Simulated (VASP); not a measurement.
# Ba2F3 (R-3c) in VASP: a series of runs

Runs on Ba2F3. Level: PBE. Tasks: single point.

Program: VASP 6.6.1. These are calculated values, not measurements. Logs are shortened: lines on timing, memory, paths and dates and some standing lists are left out, and cuts for length are marked.

## 1. The cell of the first run

Symmetry: R-3c, No. 167, trigonal system. Conventional cell: a = 6.517 Å, b = 6.517 Å, c = 17.794 Å, α = 90.00°, β = 90.00°, γ = 120.00°. Within 3.4 Å of Ba (site symmetry 3) lie 6 F at 2.54 to 2.70 Å. F (site symmetry 2) has 4 Ba at 2.54 to 2.70 Å within 3.4 Å.

## 2. Single point, PBE

Input file INCAR:

```
PREC = Accurate ; ENCUT = 520
EDIFF = 1E-6 ; ISMEAR = 0
SIGMA = 0.1 ; LREAL = F
LASPH = T ; NELM = 100
ALGO = Normal ; ISIF = 2
LWAVE = F ; LCHARG = F
GGA = PE ; NBANDS = 52
```

Input file KPOINTS:

```
regular mesh
0
Gamma
  3 3 3
```

Input file POSCAR:

```
Ba2F3
1.0
    3.2586475241      1.8813810252      5.9312278468
   -3.2586475241      1.8813810252      5.9312278468
    0.0000000000     -3.7627620505      5.9312278468
Ba F
4 6
Direct
    0.8521800000      0.8521800000      0.8521800000
    0.6478200000      0.6478200000      0.6478200000
    0.1478200000      0.1478200000      0.1478200000
    0.3521800000      0.3521800000      0.3521800000
    0.0562500000      0.4437500000      0.7500000000
    0.7500000000      0.0562500000      0.4437500000
    0.4437500000      0.7500000000      0.0562500000
    0.9437500000      0.5562500000      0.2500000000
    0.2500000000      0.9437500000      0.5562500000
    0.5562500000      0.2500000000      0.9437500000
```

Potentials or basis: VASP PAW PBE potentials, release 64 (Ba_sv, F).

Started as:

```console
> cat potpaw_PBE.64/Ba_sv/POTCAR potpaw_PBE.64/F/POTCAR > POTCAR
> mpirun -np 1 vasp_std > vasp.out
```

OUTCAR:

```text
PREC = Accurate
   ENCUT = 520
   EDIFF = 1E-6
   ISMEAR = 0
   LREAL = F
   LASPH = T
   NELM = 100
   ISIF = 2
   GGA = PE

 ion  position               nearest neighbor table
   1  0.852  0.852  0.852-   9 2.54  10 2.54   8 2.54   7 2.70   5 2.70   6 2.70   2 3.64   3 3.82
                             3 3.82   3 3.82   2 4.41   2 4.41   2 4.41
   2  0.648  0.648  0.648-  10 2.54   9 2.54   8 2.54   6 2.70   5 2.70   7 2.70   1 3.64   4 3.82
                             4 3.82   4 3.82   1 4.41   1 4.41   1 4.41
   3  0.148  0.148  0.148-   6 2.54   7 2.54   5 2.54  10 2.70   8 2.70   9 2.70   4 3.64   1 3.82
                             1 3.82   1 3.82   4 4.41   4 4.41   4 4.41
   4  0.352  0.352  0.352-   7 2.54   6 2.54   5 2.54   9 2.70   8 2.70  10 2.70   3 3.64   2 3.82
                             2 3.82   2 3.82   3 4.41   3 4.41   3 4.41
   5  0.056  0.444  0.750-   3 2.54   4 2.54   1 2.70   2 2.70
   6  0.750  0.056  0.444-   3 2.54   4 2.54   2 2.70   1 2.70
   7  0.444  0.750  0.056-   4 2.54   3 2.54   1 2.70   2 2.70
   8  0.944  0.556  0.250-   1 2.54   2 2.54   3 2.70   4 2.70
   9  0.250  0.944  0.556-   1 2.54   2 2.54   4 2.70   3 2.70
  10  0.556  0.250  0.944-   2 2.54   1 2.54   3 2.70   4 2.70

  LATTYP: Found a trigonal (rhomboedric) cell.
 ALAT       =     7.0240901204
 COS(alpha) =     0.5695481095

  Lattice vectors:

 A1 = (   3.2586475241,   1.8813810252,   5.9312278468)
 A2 = (  -3.2586475241,   1.8813810252,   5.9312278468)
 A3 = (   0.0000000000,  -3.7627620505,   5.9312278468)

Analysis of symmetry for initial positions (statically):
=====================================================================
 Subroutine PRICEL returns:
 Original cell was already a primitive cell.

 Routine SETGRP: Setting up the symmetry group for a
 trigonal (rhombohedral) supercell.

 Subroutine GETGRP returns: Found 12 space group operations
 (whereof  6 operations were pure point group operations)
 out of a pool of 12 trial point group operations.

The static configuration has the point symmetry S_6 .
 The point group associated with its full space group is D_3d.

Analysis of symmetry for dynamics (positions and initial velocities):
=====================================================================
 Subroutine PRICEL returns:
 Original cell was already a primitive cell.

 Routine SETGRP: Setting up the symmetry group for a
 trigonal (rhombohedral) supercell.

 Subroutine GETGRP returns: Found 12 space group operations
 (whereof  6 operations were pure point group operations)
 out of a pool of 12 trial point group operations.

The dynamic configuration has the point symmetry S_6 .
 The point group associated with its full space group is D_3d.

 Subroutine INISYM returns: Found 12 space group operations
 (whereof  6 operations are pure point group operations),
 and found     1 'primitive' translations

----------------------------------------------------------------------------------------

                                     Primitive cell

  volume of cell :     218.1775

  direct lattice vectors                    reciprocal lattice vectors
     3.258647524  1.881381025  5.931227847     0.153437890  0.088587407  0.056199718
    -3.258647524  1.881381025  5.931227847    -0.153437890  0.088587407  0.056199718
     0.000000000 -3.762762051  5.931227847     0.000000000 -0.177174814  0.056199718

  length of vectors
     7.024090120  7.024090120  7.024090120     0.185874482  0.185874482  0.185874482

  position of ions in fractional coordinates (direct lattice)
     0.852180000  0.852180000  0.852180000
     0.647820000  0.647820000  0.647820000
     0.147820000  0.147820000  0.147820000
     0.352180000  0.352180000  0.352180000
     0.056250000  0.443750000  0.750000000
     0.750000000  0.056250000  0.443750000
     0.443750000  0.750000000  0.056250000
     0.943750000  0.556250000  0.250000000
     0.250000000  0.943750000  0.556250000
     0.556250000  0.250000000  0.943750000

  ion indices of the primitive-cell ions
   primitive index   ion index
                 1           1
                 2           2
                 3           3
                 4           4
                 5           5
                 6           6
                 7           7
                 8           8
                 9           9
                10          10

----------------------------------------------------------------------------------------

 KPOINTS: regular mesh

Automatic generation of k-mesh.
 Grid dimensions read from file:
 generate k-points for:    3    3    3

 Generating k-lattice:

  Cartesian coordinates                     Fractional coordinates (reciprocal lattice)
     0.051145963  0.029529136  0.018733239     0.333333333  0.000000000  0.000000000
    -0.051145963  0.029529136  0.018733239     0.000000000  0.333333333  0.000000000
     0.000000000 -0.059058271  0.018733239     0.000000000  0.000000000  0.333333333

  Length of vectors
     0.061958161  0.061958161  0.061958161

  Shift w.r.t. Gamma in fractional coordinates (k-lattice)
     0.000000000  0.000000000  0.000000000

 Subroutine IBZKPT returns following result:
 ===========================================

 Found      6 irreducible k-points:

 Following reciprocal coordinates:
            Coordinates               Weight
  0.000000  0.000000  0.000000      1.000000
  0.333333  0.000000 -0.000000      6.000000
  0.333333  0.333333 -0.000000      6.000000
 -0.333333  0.333333  0.000000      6.000000
  0.333333  0.333333  0.333333      2.000000
 -0.333333  0.333333  0.333333      6.000000
   k-points           NKPTS =      6   k-points in BZ     NKDIM =      6   number of bands    NBANDS=     52
   number of dos      NEDOS =    301   number of ions     NIONS =     10
   total plane-waves  NPLWV = 157464
   dimension x,y,z NGX =    54 NGY =   54 NGZ =   54
   dimension x,y,z NGXF=   108 NGYF=  108 NGZF=  108
   ions per type =               4   6
   NGX,Y,Z   is equivalent  to a cutoff of  12.78, 12.78, 12.78 a.u.
   NGXF,Y,Z  is equivalent  to a cutoff of  25.56, 25.56, 25.56 a.u.
 SYSTEM =  unknown system
   PREC   = accura    normal or accurate (medium, high low for compatibility)
   ISTART =      0    job   : 0-new  1-cont  2-samecut
   ICHARG =      2    charge: 1-file 2-atom 10-const
   ISPIN  =      1    spin polarized calculation?
   LNONCOLLINEAR =      F non collinear calculations
   LSORBIT =      F    spin-orbit coupling
   LASPH  =      T    aspherical Exc in radial PAW
   ENCUT  =  520.0 eV  38.22 Ry    6.18 a.u.  13.06 13.06 13.06*2*pi/ulx,y,z
   NELM   =    100;   NELMIN=  2; NELMDL= -5     # of ELM steps
   EDIFF  = 0.1E-05   stopping-criterion for ELM
   LREAL  =      F    real-space projection
   EDIFFG = 0.1E-04   stopping-criterion for IOM
   NSW    =      0    number of steps for IOM
   IBRION =     -1    ionic relax: 0-MD 1-quasi-New 2-CG
   NFREE  =      0    steps in history (QN), initial steepest desc. (CG)
   ISIF   =      2    stress and relaxation
   ISYM   =      2    0-nonsym 1-usesym 2-fastsym
   POTIM  = 0.5000    time-step for ionic-motion
   TEBEG  =    0.0;   TEEND  =   0.0 temperature during run
   PSTRESS=    0.0 pullay stress
   NELECT =      82.0000    total number of electrons
   NUPDOWN=      -1.0000    fix difference up-down
   EMIN   =  10.00;   EMAX   =-10.00  energy-range for DOS
   EFERMI =   0.00;   METHOD = LEGACY
   ISMEAR =     0;   SIGMA  =   0.10  broadening in eV -4-tet -1-fermi 0-gaus
   EFERMI_NEDOS =   21; number of points for ismear=-14 and -15
   IALGO  =     38    algorithm
   IMIX   =      4    mixing-type and parameters
     AMIX     =   0.40;   BMIX     =  1.00
     AMIX_MAG =   1.60;   BMIX_MAG =  1.00
  volume/ion in A,a.u.               =      21.82       147.23
  Fermi-wavevector in a.u.,A,eV,Ry     =   1.181434  2.232586 18.990824  1.395786
  Thomas-Fermi vector in A             =   2.317707
   LORBIT       =      0    0 simple, 1 ext, 2 COOP (PROOUT), +10 PAW based schemes
   GGA     = PE    functional components
   LHFCALC =     F    Hartree Fock is set to
   AEXX    =    0.0000 exact exchange contribution
   IVDW    =     0    specifies the selected vdW correction
   LEPSILON=     F    determine dielectric tensor
   LRPA    =     F    only Hartree local field effects (RPA)
 non-spin polarized calculation
 Gauss-broadening in eV      SIGMA  =   0.10
  energy-cutoff  :      520.00
  volume of cell :      218.18
 maximum number of plane-waves:      5890
 NGX is ok and might be reduce to    54
   NGX = 27   NGY = 27   NGZ = 27

 number of electron      82.0000039 magnetization

 Free energy of the ion-electron system (eV)
  ---------------------------------------------------
  ext. energy  EPLUGINS =         0.00000000
  ---------------------------------------------------
  free energy    TOTEN  =       -49.25540920 eV

  energy without entropy =      -49.21005547  energy(sigma->0) =      -49.23273234

 E-fermi :   4.8443     XC(G=0):  -8.8866

 val. band max:        4.7933159490   @ k =  -0.3333   0.3333   0.0000
 cond. band min:       4.8948494503   @ k =  -0.3333   0.3333   0.3333
 fundamental gap:      0.1015335013
 Fermi energy:         4.8443277288

 k-point     1 :       0.0000    0.0000    0.0000
  band No.  band energies     occupation
      1     -25.3223      2.00000
      2     -24.9488      2.00000
      3     -24.9233      2.00000
      4     -24.8183      2.00000
      5     -21.5923      2.00000
      6     -21.5923      2.00000
[... 44 lines left out ...]
     51       7.0820      0.00000
     52       7.0820      0.00000

 k-point     2 :       0.3333    0.0000   -0.0000
  band No.  band energies     occupation
      1     -25.2125      2.00000
      2     -25.0087      2.00000
      3     -24.9411      2.00000
      4     -24.8747      2.00000
      5     -21.5923      2.00000
      6     -21.5581      2.00000
[... 44 lines left out ...]
     51       7.2559      0.00000
     52       7.7250      0.00000

 k-point     3 :       0.3333    0.3333   -0.0000
  band No.  band energies     occupation
      1     -25.1933      2.00000
      2     -24.9825      2.00000
      3     -24.9672      2.00000
      4     -24.8982      2.00000
      5     -21.6052      2.00000
      6     -21.6019      2.00000
[... 44 lines left out ...]
     51       7.3215      0.00000
     52       7.4778      0.00000

 k-point     4 :      -0.3333    0.3333    0.0000
  band No.  band energies     occupation
      1     -25.0752      2.00000
      2     -25.0737      2.00000
      3     -24.9518      2.00000
      4     -24.9502      2.00000
      5     -21.5919      2.00000
      6     -21.5725      2.00000
[... 44 lines left out ...]
     51       7.4291      0.00000
     52       7.7487      0.00000

 k-point     5 :       0.3333    0.3333    0.3333
  band No.  band energies     occupation
      1     -25.2365      2.00000
      2     -25.0507      2.00000
      3     -24.8981      2.00000
      4     -24.8457      2.00000
      5     -21.5783      2.00000
      6     -21.5783      2.00000
[... 44 lines left out ...]
     51       7.2845      0.00000
     52       7.2849      0.00000

 k-point     6 :      -0.3333    0.3333    0.3333
  band No.  band energies     occupation
      1     -25.1124      2.00000
      2     -25.0804      2.00000
      3     -24.9458      2.00000
      4     -24.9091      2.00000
      5     -21.6035      2.00000
      6     -21.5629      2.00000
[... 44 lines left out ...]
     51       7.6557      0.00000
     52       7.7305      0.00000

------------------------ aborting loop because EDIFF is reached ----------------------------------------

  FORCE on cell =-STRESS in cart. coord.  units (eV):
  Direction    XX          YY          ZZ          XY          YZ          ZX
  --------------------------------------------------------------------------------------
  -------------------------------------------------------------------------------------
  Total       12.9433351     12.9433351     10.5859975      0.0000000     -0.0000000      0.0000000
  in kB       95.0488291     95.0488291     77.7378212      0.0000000     -0.0000000      0.0000000
  external PRESSURE =      89.2784932 kB  Pullay stress =       0.0000000 kB

 VOLUME and BASIS-vectors are now :
 -----------------------------------------------------------------------------
  energy-cutoff  :      520.00
  volume of cell :      218.18
      direct lattice vectors                 reciprocal lattice vectors
     3.258647524  1.881381025  5.931227847     0.153437890  0.088587407  0.056199718
    -3.258647524  1.881381025  5.931227847    -0.153437890  0.088587407  0.056199718
     0.000000000 -3.762762051  5.931227847     0.000000000 -0.177174814  0.056199718

 POSITION                                       TOTAL-FORCE (eV/Angst)
 -----------------------------------------------------------------------------------
      0.00000     -0.00000     15.16342        -0.000000     -0.000000      0.522584
      0.00000     -0.00000     11.52710        -0.000000      0.000000     -0.522584
      0.00000     -0.00000      2.63026        -0.000000      0.000000     -0.522584
      0.00000     -0.00000      6.26658        -0.000000     -0.000000      0.522584
     -1.26273     -1.88138      7.41403        -0.419325      0.000000     -0.000000
      2.26069     -0.15286      7.41403         0.209663     -0.363146     -0.000000
     -0.99796      2.03424      7.41403         0.209663      0.363146     -0.000000
      1.26273      1.88138     10.37965         0.419325      0.000000     -0.000000
     -2.26069      0.15286     10.37965        -0.209663      0.363146     -0.000000
      0.99796     -2.03424     10.37965        -0.209663     -0.363146     -0.000000
 -----------------------------------------------------------------------------------
    total drift:                                0.000000     -0.000000     -0.000000

  FREE ENERGIE OF THE ION-ELECTRON SYSTEM (eV)
  ---------------------------------------------------
  free  energy   TOTEN  =       -49.2554092023 eV

  energy  without entropy=      -49.2100554696  energy(sigma->0) =      -49.23273234
```

Wall time 68 s (1 thread of Intel Xeon 6975P-C (Granite Rapids), shared host); peak memory 0.4 GiB.

What came out:

* Free energy: -49.2554 eV
* Pressure: 8.9 GPa
* Largest force: 0.523 eV/Å
* Band gap on the k mesh: zero (band 41 reaches 4.89 eV, above the bottom of band 42 at 4.78 eV)

Forces in eV/Å, atoms in the order of the input:
```
Ba   0.000  0.000  0.523
Ba   0.000  0.000 -0.523
Ba   0.000  0.000 -0.523
Ba   0.000  0.000  0.523
F   -0.419  0.000  0.000
F    0.210 -0.363  0.000
F    0.210  0.363  0.000
F    0.419  0.000  0.000
F   -0.210  0.363  0.000
F   -0.210 -0.363  0.000
```

Levels at points of the mesh, in eV from the Fermi level:
```tsv
k point	band 39	band 40	band 41	band 42	band 43	band 44
(0.00, 0.00, 0.00)	-7.09	-7.09	-1.24	0.46	0.46	0.68
```

Caveat: the k points lie up to 0.39 Å⁻¹ apart; spin-orbit coupling is left out, which moves the levels of the heavy elements.

## 3. Single point, PBE

This run uses another cell than the first one, of 24.70 Å³/atom, 1.132 times its volume.

Input file INCAR:

```
SYSTEM = Ba2F3
PREC = Accurate ; ENCUT = 520
EDIFF = 1E-7 ; ISMEAR = 0
SIGMA = 0.1 ; LREAL = .False.
LASPH = .True. ; NELM = 80
ALGO = Normal ; ISIF = 2
LWAVE = .False. ; LCHARG = .False.
GGA = PE ; NBANDS = 52
```

Input file KPOINTS:

```
regular mesh
0
Gamma
  3 3 3
  0 0 0
```

Input file POSCAR:

```
Ba2F3
1.0
    3.4881271461      2.0138711468      5.8598900804
   -3.4881271461      2.0138711468      5.8598900804
    0.0000000000     -4.0277422936      5.8598900804
Ba F
4 6
Direct
    0.8640360127      0.8640360127      0.8640360127
    0.6359639873      0.6359639873      0.6359639873
    0.1359639873      0.1359639873      0.1359639873
    0.3640360127      0.3640360127      0.3640360127
    0.0179398087      0.4820601913      0.7500000000
    0.7500000000      0.0179398087      0.4820601913
    0.4820601913      0.7500000000      0.0179398087
    0.9820601913      0.5179398087      0.2500000000
    0.2500000000      0.9820601913      0.5179398087
    0.5179398087      0.2500000000      0.9820601913
```

Potentials or basis: VASP PAW PBE potentials, release 64 (Ba_sv, F).

Started as:

```console
> cat potpaw_PBE.64/Ba_sv/POTCAR potpaw_PBE.64/F/POTCAR > POTCAR
> mpirun -np 1 vasp_std > vasp.out
```

OUTCAR:

```text
SYSTEM = Ba2F3
   PREC = Accurate
   ENCUT = 520
   EDIFF = 1E-7
   ISMEAR = 0
   LREAL = .False.
   LASPH = .True.
   NELM = 80
   ISIF = 2
   GGA = PE

 ion  position               nearest neighbor table
   1  0.864  0.864  0.864-   5 2.74   6 2.74   7 2.74  10 2.74   8 2.74   9 2.74   2 4.01   3 4.17
                             3 4.17   3 4.17   2 4.43   2 4.43   2 4.43
   2  0.636  0.636  0.636-   5 2.74   6 2.74   7 2.74   9 2.74   8 2.74  10 2.74   1 4.01   4 4.17
                             4 4.17   4 4.17   1 4.43   1 4.43   1 4.43
   3  0.136  0.136  0.136-   8 2.74   9 2.74  10 2.74   7 2.74   5 2.74   6 2.74   4 4.01   1 4.17
[... 539 lines left out ...]
  external PRESSURE =       7.1603978 kB  Pullay stress =       0.0000000 kB

 VOLUME and BASIS-vectors are now :
 -----------------------------------------------------------------------------
  energy-cutoff  :      520.00
  volume of cell :      246.98
      direct lattice vectors                 reciprocal lattice vectors
     3.488127146  2.013871147  5.859890080     0.143343399  0.082759350  0.056883888
    -3.488127146  2.013871147  5.859890080    -0.143343399  0.082759350  0.056883888
     0.000000000 -4.027742294  5.859890080     0.000000000 -0.165518700  0.056883888

 POSITION                                       TOTAL-FORCE (eV/Angst)
 -----------------------------------------------------------------------------------
      0.00000      0.00000     15.18947        -0.000000     -0.000000      0.064972
      0.00000      0.00000     11.18004        -0.000000     -0.000000     -0.064972
      0.00000      0.00000      2.39020        -0.000000     -0.000000     -0.064972
      0.00000      0.00000      6.39963        -0.000000     -0.000000      0.064972
     -1.61891     -2.01387      7.32486         0.011071     -0.000000     -0.000000
      2.55352     -0.39508      7.32486        -0.005536      0.009588     -0.000000
     -0.93461      2.40895      7.32486        -0.005536     -0.009588     -0.000000
      1.61891      2.01387     10.25481        -0.011071     -0.000000     -0.000000
     -2.55352      0.39508     10.25481         0.005536     -0.009588     -0.000000
      0.93461     -2.40895     10.25481         0.005536      0.009588     -0.000000
 -----------------------------------------------------------------------------------
    total drift:                                0.000000      0.000000      0.000000

  FREE ENERGIE OF THE ION-ELECTRON SYSTEM (eV)
  ---------------------------------------------------
  free  energy   TOTEN  =       -50.8898737141 eV

  energy  without entropy=      -50.8448308366  energy(sigma->0) =      -50.86735228
```

stdout:

```text
POSCAR found type information on POSCAR BaF
 POSCAR found :  2 types and      10 ions
 scaLAPACK will be used
 LDA part: xc-table for (Slater+PW92), standard interpolation
 POSCAR, INCAR and KPOINTS ok, starting setup
 FFT: planning ... GRIDC
 FFT: planning ... GRID_SOFT
 FFT: planning ... GRID
 WAVECAR not read
 entering main loop
```

Wall time 66 s (1 thread of Intel Xeon 6975P-C (Granite Rapids), shared host); peak memory 0.4 GiB.

Results:

| Item | Value |
| --- | --- |
| Free energy | -50.8899 eV |
| Pressure | 0.7 GPa |
| Largest force | 0.065 eV/Å |

Forces on the atoms (eV/Å):
```
Ba   0.000  0.000  0.065
Ba   0.000  0.000 -0.065
Ba   0.000  0.000 -0.065
Ba   0.000  0.000  0.065
F    0.011  0.000  0.000
F   -0.006  0.010  0.000
F   -0.006 -0.010  0.000
F   -0.011  0.000  0.000
F    0.006 -0.010  0.000
F    0.006  0.010  0.000
```

Levels at points of the mesh, in eV from the Fermi level:
```
           k point  band 37  band 38  band 39  band 40  band 41  band 42  band 43  band 44  band 45  band 46
(0.00, 0.00, 0.00)    -6.85    -6.83    -6.81    -6.81    -1.40     0.18     0.33     0.33     1.16     1.16
```

Caveat: the k points lie up to 0.37 Å⁻¹ apart; spin-orbit coupling is left out, which moves the levels of the heavy elements.
